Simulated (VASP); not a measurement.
Input of a VASP 6.6.1 run:

The input INCAR:

```
SYSTEM = NaF
PREC     = Accurate       ! precision mode
ENCUT    = 520            ! plane-wave cutoff, eV
EDIFF    = 1E-6           ! SCF threshold, eV
ISMEAR   = 0              ! smearing method
SIGMA    = 0.01           ! smearing width, eV
LREAL    = .FALSE.        ! projectors in reciprocal space
LASPH    = .TRUE.         ! aspherical terms in the spheres
NELM     = 100            ! most SCF steps
ALGO     = Normal         ! electronic algorithm
ISIF     = 2              ! what is computed and relaxed
LWAVE    = .FALSE.        ! write WAVECAR
LCHARG   = .FALSE.        ! write CHGCAR
GGA      = PS             ! functional
NBANDS   = 14             ! bands
```

Contents of KPOINTS:

```
regular mesh
0
G
  8 8 8
  0 0 0
```

File POSCAR:

```
NaF
1.0
    2.3382471111      2.3382471111      0.0000000000
   -2.3382471111      2.3382471111      0.0000000000
    0.0000000000      2.3382471111      2.3040132455
Na F
1 1
Direct
    0.0000000000      0.0000000000      0.0000000000
    0.5000000000      0.5000000000      0.0000000000
```

Potentials or basis: VASP PAW PBE potentials, release 64 (Na_pv, F).

Launch:

```sh
$ cat potpaw_PBE.64/Na_pv/POTCAR potpaw_PBE.64/F/POTCAR > POTCAR
$ mpirun -np 1 vasp_std > vasp.out
```

(1) Predict the pressure.

(2) Predict the band gap on the k mesh.

Results:

(1) -0.8 GPa.

(2) 6.09 eV.

Caveat: the cell differs from its parent crystal (film at in-plane strain +0.01); the PAW data sets were made with another functional, which shifts forces and pressure a little.
